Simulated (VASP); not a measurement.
# Ti2VC3 (TiC (100), 3 layers) in VASP: single point with LDA

Aim: the single point of Ti2VC3 (TiC (100), 3 layers) with LDA.

All numbers are computed with VASP 6.6.1; they aren't measurements. Logs are shortened: lines on timing, memory, paths and dates and some standing lists are left out, and cuts for length are marked.

## (1) The cell of the first run

The cell holds a slab with vacuum, 6 atoms: a = 3.013 Å, b = 3.013 Å, c = 20.261 Å, α = 90.00°, β = 90.00°, γ = 90.00°.

## (2) Single point, LDA

Contents of INCAR:

```
SYSTEM = Ti2VC3
ALGO     = Normal         ! electronic algorithm
DIPOL    = 0.5 0.5 0.500
EDIFF    = 1E-6           ! SCF threshold, eV
ENCUT    = 520            ! plane-wave cutoff, eV
GGA      = CA             ! functional
IDIPOL   = 3            
ISIF     = 2              ! what is computed and relaxed
ISMEAR   = -1             ! smearing method
LASPH    = .True.         ! aspherical terms in the spheres
LCHARG   = .False.        ! write CHGCAR
LDIPOL   = .True.       
LREAL    = .False.        ! projectors in reciprocal space
LWAVE    = .False.        ! write WAVECAR
NBANDS   = 34             ! bands
NELM     = 80             ! most SCF steps
PREC     = Accurate       ! precision mode
SIGMA    = 0.08           ! smearing width, eV
```

Contents of KPOINTS:

```
k-points
0
Gamma
  11 11 1
  0 0 0
```

Contents of POSCAR:

```
Ti2VC3
1.0
    3.0129104802      0.0000000000      0.0000000000
    0.0000000000      3.0129104802      0.0000000000
    0.0000000000      0.0000000000     20.2609000000
Ti C V
2 3 1
Direct
    0.2500000000      0.2500000000      0.3984135269
    0.2500000000      0.2500000000      0.6015864721
    0.7500000000      0.7500000000      0.3939089911
    0.2500000000      0.2500000000      0.4999999982
    0.7500000000      0.7500000000      0.6060910097
    0.7500000000      0.7500000000      0.5000000019
```

Potentials or basis: VASP PAW LDA potentials, release 64 (Ti_sv, C, V_sv).

Launch:

```console
$ cat potpaw_LDA.64/Ti_sv/POTCAR potpaw_LDA.64/C/POTCAR potpaw_LDA.64/V_sv/POTCAR > POTCAR
$ mpirun -np 1 vasp_std > vasp.out
```

OUTCAR:

```text
SYSTEM = Ti2VC3
   EDIFF = 1E-6
   ENCUT = 520
   GGA = CA
   ISIF = 2
   ISMEAR = -1
   LASPH = .True.
   LREAL = .False.
   NELM = 80
   PREC = Accurate

 ion  position               nearest neighbor table
   1  0.250  0.250  0.398-   4 2.06   3 2.13   3 2.13   3 2.13   3 2.13
   2  0.250  0.250  0.602-   4 2.06   5 2.13   5 2.13   5 2.13   5 2.13
   3  0.750  0.750  0.394-   1 2.13   1 2.13   1 2.13   1 2.13   6 2.15
   4  0.250  0.250  0.500-   1 2.06   2 2.06   6 2.13   6 2.13   6 2.13   6 2.13
   5  0.750  0.750  0.606-   2 2.13   2 2.13   2 2.13   2 2.13   6 2.15
   6  0.750  0.750  0.500-   4 2.13   4 2.13   4 2.13   4 2.13   5 2.15   3 2.15

  LATTYP: Found a simple tetragonal cell.
 ALAT       =     3.0129104802
 C/A-ratio  =     6.7246936586

  Lattice vectors:

 A1 = (   3.0129104802,   0.0000000000,   0.0000000000)
 A2 = (   0.0000000000,   3.0129104802,   0.0000000000)
 A3 = (   0.0000000000,   0.0000000000,  20.2609000000)

Analysis of symmetry for initial positions (statically):
=====================================================================
 Subroutine PRICEL returns:
 Original cell was already a primitive cell.

 Routine SETGRP: Setting up the symmetry group for a
 simple tetragonal supercell.

 Subroutine GETGRP returns: Found 16 space group operations
 (whereof  4 operations were pure point group operations)
 out of a pool of 16 trial point group operations.

The static configuration has the point symmetry C_2v.
 The point group associated with its full space group is D_4h.

Analysis of symmetry for dynamics (positions and initial velocities):
=====================================================================
 Subroutine PRICEL returns:
 Original cell was already a primitive cell.

 Routine SETGRP: Setting up the symmetry group for a
 simple tetragonal supercell.

 Subroutine GETGRP returns: Found 16 space group operations
 (whereof  4 operations were pure point group operations)
 out of a pool of 16 trial point group operations.

The dynamic configuration has the point symmetry C_2v.
 The point group associated with its full space group is D_4h.

 Subroutine INISYM returns: Found 16 space group operations
 (whereof  4 operations are pure point group operations),
 and found     1 'primitive' translations

----------------------------------------------------------------------------------------

                                     Primitive cell

  volume of cell :     183.9209

  direct lattice vectors                    reciprocal lattice vectors
     3.012910480  0.000000000  0.000000000     0.331904982  0.000000000  0.000000000
     0.000000000  3.012910480  0.000000000     0.000000000  0.331904982  0.000000000
     0.000000000  0.000000000 20.260900000     0.000000000  0.000000000  0.049356149

  length of vectors
     3.012910480  3.012910480 20.260900000     0.331904982  0.331904982  0.049356149

  position of ions in fractional coordinates (direct lattice)
     0.250000000  0.250000000  0.398413527
     0.250000000  0.250000000  0.601586472
     0.750000000  0.750000000  0.393908991
     0.250000000  0.250000000  0.499999998
     0.750000000  0.750000000  0.606091010
     0.750000000  0.750000000  0.500000002

  ion indices of the primitive-cell ions
   primitive index   ion index
                 1           1
                 2           2
                 3           3
                 4           4
                 5           5
                 6           6

----------------------------------------------------------------------------------------

 KPOINTS: k-points

Automatic generation of k-mesh.
 Grid dimensions read from file:
 generate k-points for:   11   11    1

 Generating k-lattice:

  Cartesian coordinates                     Fractional coordinates (reciprocal lattice)
     0.030173180  0.000000000  0.000000000     0.090909091  0.000000000  0.000000000
     0.000000000  0.030173180  0.000000000     0.000000000  0.090909091  0.000000000
     0.000000000  0.000000000  0.049356149     0.000000000  0.000000000  1.000000000

  Length of vectors
     0.030173180  0.030173180  0.049356149

  Shift w.r.t. Gamma in fractional coordinates (k-lattice)
     0.000000000  0.000000000  0.000000000

 Subroutine IBZKPT returns following result:
 ===========================================

 Found     21 irreducible k-points:

 Following reciprocal coordinates:
            Coordinates               Weight
  0.000000  0.000000  0.000000      1.000000
  0.090909  0.000000  0.000000      4.000000
  0.181818  0.000000  0.000000      4.000000
  0.272727  0.000000  0.000000      4.000000
  0.363636  0.000000  0.000000      4.000000
  0.454545  0.000000  0.000000      4.000000
[... 13 lines left out ...]
  0.454545  0.363636  0.000000      8.000000
  0.454545  0.454545  0.000000      4.000000
   k-points           NKPTS =     21   k-points in BZ     NKDIM =     21   number of bands    NBANDS=     34
   number of dos      NEDOS =    301   number of ions     NIONS =      6
   total plane-waves  NPLWV =  92160
   dimension x,y,z NGX =    24 NGY =   24 NGZ =  160
   dimension x,y,z NGXF=    48 NGYF=   48 NGZF=  320
   ions per type =               2   3   1
   NGX,Y,Z   is equivalent  to a cutoff of  13.24, 13.24, 13.13 a.u.
   NGXF,Y,Z  is equivalent  to a cutoff of  26.49, 26.49, 26.26 a.u.
 SYSTEM =  Ti2VC3
   PREC   = accura    normal or accurate (medium, high low for compatibility)
   ISTART =      0    job   : 0-new  1-cont  2-samecut
   ICHARG =      2    charge: 1-file 2-atom 10-const
   ISPIN  =      1    spin polarized calculation?
   LNONCOLLINEAR =      F non collinear calculations
   LSORBIT =      F    spin-orbit coupling
   LASPH  =      T    aspherical Exc in radial PAW
   ENCUT  =  520.0 eV  38.22 Ry    6.18 a.u.   5.60  5.60 37.67*2*pi/ulx,y,z
   NELM   =     80;   NELMIN=  2; NELMDL= -5     # of ELM steps
   EDIFF  = 0.1E-05   stopping-criterion for ELM
   LREAL  =      F    real-space projection
   EDIFFG = 0.1E-04   stopping-criterion for IOM
   NSW    =      0    number of steps for IOM
   IBRION =     -1    ionic relax: 0-MD 1-quasi-New 2-CG
   NFREE  =      0    steps in history (QN), initial steepest desc. (CG)
   ISIF   =      2    stress and relaxation
   ISYM   =      2    0-nonsym 1-usesym 2-fastsym
   POTIM  = 0.5000    time-step for ionic-motion
   TEBEG  =    0.0;   TEEND  =   0.0 temperature during run
   PSTRESS=    0.0 pullay stress
   NELECT =      49.0000    total number of electrons
   NUPDOWN=      -1.0000    fix difference up-down
   EMIN   =  10.00;   EMAX   =-10.00  energy-range for DOS
   EFERMI =   0.00;   METHOD = LEGACY
   ISMEAR =    -1;   SIGMA  =   0.08  broadening in eV -4-tet -1-fermi 0-gaus
   EFERMI_NEDOS =   21; number of points for ismear=-14 and -15
   IALGO  =     38    algorithm
   IMIX   =      4    mixing-type and parameters
     AMIX     =   0.40;   BMIX     =  1.00
     AMIX_MAG =   1.60;   BMIX_MAG =  1.00
  volume/ion in A,a.u.               =      30.65       206.86
  Fermi-wavevector in a.u.,A,eV,Ry     =   1.053408  1.990652 15.097945  1.109668
  Thomas-Fermi vector in A             =   2.188528
   LORBIT       =      0    0 simple, 1 ext, 2 COOP (PROOUT), +10 PAW based schemes
   GGA     = CA    functional components
   LHFCALC =     F    Hartree Fock is set to
   AEXX    =    0.0000 exact exchange contribution
   IVDW    =     0    specifies the selected vdW correction
   LEPSILON=     F    determine dielectric tensor
   LRPA    =     F    only Hartree local field effects (RPA)
 non-spin polarized calculation
  energy-cutoff  :      520.00
  volume of cell :      183.92
 maximum number of plane-waves:      4983
 NGX is ok and might be reduce to    24
   NGX = 11   NGY = 11   NGZ = 75

 number of electron      48.9999989 magnetization

 dipolmoment           0.000000      0.000000      0.000001 electrons x Angstroem

 Free energy of the ion-electron system (eV)
  ---------------------------------------------------
  ext. energy  EPLUGINS =         0.00000000
  ---------------------------------------------------
  free energy    TOTEN  =       -59.81344973 eV

  energy without entropy =      -59.76926587  energy(sigma->0) =      -59.79135780

 E-fermi :   0.1547     XC(G=0):  -5.0847

 val. band max:        0.1231006502   @ k =   0.1818   0.1818   0.0000
 cond. band min:       0.1604354336   @ k =   0.0909   0.0909   0.0000
 fundamental gap:      0.0373347834
 Fermi energy:         0.1547233613

 k-point     1 :       0.0000    0.0000    0.0000
  band No.  band energies     occupation
      1     -63.9712      2.00000
      2     -55.6683      2.00000
      3     -55.6680      2.00000
      4     -38.2210      2.00000
      5     -38.2210      2.00000
      6     -38.1099      2.00000
[... 26 lines left out ...]
     33       2.6444      0.00000
     34       3.2184      0.00000

 k-point     2 :       0.0909    0.0000    0.0000
  band No.  band energies     occupation
      1     -63.9699      2.00000
      2     -55.6658      2.00000
      3     -55.6656      2.00000
      4     -38.2356      2.00000
      5     -38.2191      2.00000
      6     -38.1085      2.00000
[... 26 lines left out ...]
     33       3.1865      0.00000
     34       3.4632      0.00000

 k-point     3 :       0.1818    0.0000    0.0000
  band No.  band energies     occupation
      1     -63.9664      2.00000
      2     -55.6591      2.00000
      3     -55.6589      2.00000
      4     -38.2745      2.00000
      5     -38.2141      2.00000
      6     -38.1048      2.00000
[... 26 lines left out ...]
     33       3.2111      0.00000
     34       3.5894      0.00000

 k-point     4 :       0.2727    0.0000    0.0000
  band No.  band energies     occupation
      1     -63.9618      2.00000
      2     -55.6503      2.00000
      3     -55.6502      2.00000
      4     -38.3252      2.00000
      5     -38.2074      2.00000
      6     -38.1000      2.00000
[... 26 lines left out ...]
     33       3.4055      0.00000
     34       3.7074      0.00000

 k-point     5 :       0.3636    0.0000    0.0000
  band No.  band energies     occupation
      1     -63.9575      2.00000
      2     -55.6422      2.00000
      3     -55.6422      2.00000
      4     -38.3714      2.00000
      5     -38.2014      2.00000
      6     -38.0955      2.00000
[... 510 lines left out ...]
 k-point    19 :       0.3636    0.3636    0.0000
  band No.  band energies     occupation
      1     -63.9440      2.00000
      2     -55.6164      2.00000
      3     -55.6163      2.00000
      4     -38.3492      2.00000
      5     -38.3470      2.00000
      6     -38.0796      2.00000
[... 26 lines left out ...]
     33       3.9976      0.00000
     34       4.1442      0.00000

 k-point    20 :       0.4545    0.3636    0.0000
  band No.  band energies     occupation
      1     -63.9415      2.00000
      2     -55.6116      2.00000
      3     -55.6115      2.00000
      4     -38.3748      2.00000
      5     -38.3438      2.00000
      6     -38.0767      2.00000
[... 26 lines left out ...]
     33       3.7096      0.00000
     34       4.0127      0.00000

 k-point    21 :       0.4545    0.4545    0.0000
  band No.  band energies     occupation
      1     -63.9390      2.00000
      2     -55.6069      2.00000
      3     -55.6068      2.00000
      4     -38.3705      2.00000
      5     -38.3702      2.00000
      6     -38.0737      2.00000
[... 26 lines left out ...]
     33       3.1887      0.00000
     34       3.9383      0.00000

------------------------ aborting loop because EDIFF is reached ----------------------------------------

 vacuum level on the upper side and lower side of the slab       (xc-potential included)        -0.111        -0.111

  FORCE on cell =-STRESS in cart. coord.  units (eV):
  Direction    XX          YY          ZZ          XY          YZ          ZX
  --------------------------------------------------------------------------------------
  -------------------------------------------------------------------------------------
  Total       -8.2277965     -8.2277965     -3.9896537     -0.0000000     -0.0000000      0.0000000
  in kB      -71.6742131    -71.6742131    -34.7547837     -0.0000000     -0.0000000      0.0000000
  external PRESSURE =     -59.3677366 kB  Pullay stress =       0.0000000 kB

 VOLUME and BASIS-vectors are now :
 -----------------------------------------------------------------------------
  energy-cutoff  :      520.00
  volume of cell :      183.92
      direct lattice vectors                 reciprocal lattice vectors
     3.012910480  0.000000000  0.000000000     0.331904982  0.000000000  0.000000000
     0.000000000  3.012910480  0.000000000     0.000000000  0.331904982  0.000000000
     0.000000000  0.000000000 20.260900000     0.000000000  0.000000000  0.049356149

 POSITION                                       TOTAL-FORCE (eV/Angst)
 -----------------------------------------------------------------------------------
      0.75323      0.75323      8.07222         0.000000      0.000000      0.686283
      0.75323      0.75323     12.18868        -0.000000     -0.000000     -0.686283
      2.25968      2.25968      7.98095         0.000000      0.000000      0.264369
      0.75323      0.75323     10.13045         0.000000      0.000000      0.000000
      2.25968      2.25968     12.27995         0.000000      0.000000     -0.264369
      2.25968      2.25968     10.13045        -0.000000      0.000000      0.000000
 -----------------------------------------------------------------------------------
    total drift:                                0.000000      0.000000      0.000292

  FREE ENERGIE OF THE ION-ELECTRON SYSTEM (eV)
  ---------------------------------------------------
  free  energy   TOTEN  =       -59.8134497330 eV

  energy  without entropy=      -59.7692658709  energy(sigma->0) =      -59.79135780

 vacuum level on the upper side and lower side of the slab         4.419         4.419
```

It took 3.4 min on 1 thread of Intel Xeon 6975P-C, shared host; peak memory 0.31 GiB.

What came out:

```
Free energy   : -59.8134 eV
Largest force : 0.686 eV/Å
```

Forces on the atoms (eV/Å):
```
Ti   0.000  0.000  0.686
Ti   0.000  0.000 -0.686
C    0.000  0.000  0.264
C    0.000  0.000  0.000
C    0.000  0.000 -0.264
V    0.000  0.000  0.000
```

Levels at points of the mesh, in eV from the Fermi level:
```csv
k point,band 21,band 22,band 23,band 24,band 25,band 26,band 27,band 28,band 29,band 30
"(0.00, 0.00, 0.00)",-0.79,-0.67,-0.67,-0.56,-0.08,0.26,0.68,1.20,1.20,1.51
```
